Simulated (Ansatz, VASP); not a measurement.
## One calculation of Hf, two programs

Contents of INCAR:

```
SYSTEM = Hf
PREC     = Accurate       ! precision mode
ENCUT    = 520            ! plane-wave cutoff, eV
EDIFF    = 1E-7           ! SCF threshold, eV
ISMEAR   = -1             ! smearing method
SIGMA    = 0.05           ! smearing width, eV
LREAL    = .FALSE.        ! projectors in reciprocal space
LASPH    = .TRUE.         ! aspherical terms in the spheres
NELM     = 100            ! most SCF steps
ALGO     = Normal         ! electronic algorithm
ISIF     = 2              ! what is computed and relaxed
LWAVE    = .FALSE.        ! write WAVECAR
LCHARG   = .TRUE.         ! write CHGCAR
GGA      = PE             ! functional
LELF     = .TRUE.         ! ELF
LVHAR    = .TRUE.       
NBANDS   = 17             ! bands
```

The input KPOINTS:

```
regular mesh
0
G
  13 13 7
  0 0 0
```

Contents of POSCAR:

```
Hf
1.0
    3.1966985242      0.0000000000      0.0000000000
   -1.5983492621      2.7684221302      0.0000000000
    0.0000000000      0.0000000000      4.9060660000
Hf
2
Direct
    0.3333333333      0.6666666667      0.2500000000
    0.6666666667      0.3333333333      0.7500000000
```

Input for Ansatz:

```yaml
crystal:
  lattice:
    - [3.1966985242, 0.0, 0.0]
    - [-1.5983492621, 2.7684221302, 0.0]
    - [0.0, 0.0, 4.906066]
  atoms:
    - { symbol: Hf, position: [0.3333333333, 0.6666666667, 0.25] }
    - { symbol: Hf, position: [0.6666666667, 0.3333333333, 0.75] }
kpoints:
  mp_grid: { grid: [13, 13, 7] }
  band_path:
    path:
      - [0.0, 0.0, 0.0]
      - [0.5, 0.0, 0.0]
      - [0.3333333333, 0.3333333333, 0.0]
      - [0.0, 0.0, 0.0]
      - [0.0, 0.0, 0.5]
      - [0.5, 0.0, 0.5]
      - [0.3333333333, 0.3333333333, 0.5]
      - [0.0, 0.0, 0.5]
      - [0.5, 0.0, 0.5]
    npoints: 5
scf:
  occupations: { method: fermi_dirac, width: 0.05 }
hamiltonian:
  xc: pbe
  pseudopotentials: { kind: all_electron, lapw: { basis_error: 0.0005 } }
output:
  forces: true
  stress: true
  eigenvalues: true
```

Change from the starting cell: zz strain of -3 %.

Alike in both runs: task single point; functional PBE; k mesh 13 × 13 × 7; occupations fermi-dirac, width 0.05 eV; no spin polarisation.

```csv
,VASP,Ansatz
version,VASP 6.6.1,Ansatz 0.2.0
potentials or method,"VASP PAW PBE potentials, release 64 (Hf_pv), cutoff 520 eV","all-electron LAPW, scalar-relativistic"
```

```tsv
	VASP	Ansatz	Ansatz less VASP
pressure (GPa)	4.1	4.5	+0.47
traceless stress, the component that is largest in VASP (GPa)	2.86	2.94	+0.085
```

Ansatz ran all-electron here, and VASP with PAW potentials.

Neither program's run includes spin-orbit coupling.
